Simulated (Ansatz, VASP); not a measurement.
## RuCl2: VASP beside Ansatz

File INCAR:

```
SYSTEM = RuCl2
PREC     = Accurate       ! precision mode
ENCUT    = 520            ! plane-wave cutoff, eV
EDIFF    = 1E-6           ! SCF threshold, eV
ISMEAR   = 0              ! smearing method
SIGMA    = 0.05           ! smearing width, eV
LREAL    = .False.        ! projectors in reciprocal space
LASPH    = .True.         ! aspherical terms in the spheres
NELM     = 100            ! most SCF steps
ALGO     = Normal         ! electronic algorithm
ISIF     = 2              ! what is computed and relaxed
LWAVE    = .False.        ! write WAVECAR
LCHARG   = .False.        ! write CHGCAR
GGA      = PS             ! functional
NBANDS   = 21             ! bands
```

The input KPOINTS:

```
Automatic mesh
0
Gamma
  12 12 6
  0 0 0
```

Contents of POSCAR:

```
RuCl2
1.0
    3.5991493021      0.0000000000      0.0000000000
   -1.7995746510      3.1169547276      0.0000000000
    0.0000000000      0.0000000000      6.3422699910
Ru Cl
1 2
Direct
    0.0000000000      0.0000000000      0.0000000000
    0.3333333333      0.6666666667      0.1927259863
    0.6666666667      0.3333333333      0.8072740137
```

Input for Ansatz:

```yaml
crystal:
  lattice:
    - [3.5991493021, 0.0, 0.0]
    - [-1.799574651, 3.1169547276, 0.0]
    - [0.0, 0.0, 6.342269991]
  atoms:
    - { symbol: Ru, position: [0.0, 0.0, 0.0] }
    - { symbol: Cl, position: [0.3333333333, 0.6666666667, 0.1927259863] }
    - { symbol: Cl, position: [0.6666666667, 0.3333333333, 0.8072740137] }
basis:
  ecutwfc: 420
  ecutrho_ratio: 4
kpoints:
  mp_grid: { grid: [12, 12, 6] }
hamiltonian:
  xc: pbesol
scf:
  occupations: { method: gaussian, width: 0.05 }
output:
  forces: true
  stress: true
  eigenvalues: true
  populations: true
```

Alike in both runs: task single point; functional PBEsol; k mesh 12 × 12 × 6; occupations gaussian, width 0.05 eV; no spin polarisation.

```csv
,VASP,Ansatz
version,VASP 6.6.1,Ansatz 0.2.0
potentials or method,"VASP PAW PBE potentials, release 64 (Ru_pv, Cl), cutoff 520 eV","scalar-relativistic, plane waves, PAW"
valence electrons in the cell,28,30
```

```tsv
	VASP	Ansatz	Ansatz less VASP
gap on the k mesh at the Fermi level (eV)	1.01	1.00	-0.004
least direct gap on the mesh (eV)	1.01	1.01	-0.003
pressure (GPa)	-3.8	-3.8	+0.01
traceless stress, the component that is largest in VASP (GPa)	0.96	0.96	+0.004
rms of the force components (eV/Å)	0.227	0.233	+0.0060
```

VASP's potentials were made for PBE, not for PBEsol. Atom by atom the forces differ by 0.006 eV/Å (rms over components). VASP's potentials hold 28 valence electrons a cell and Ansatz's 30, so a difference there can come from the potentials and not from the codes.
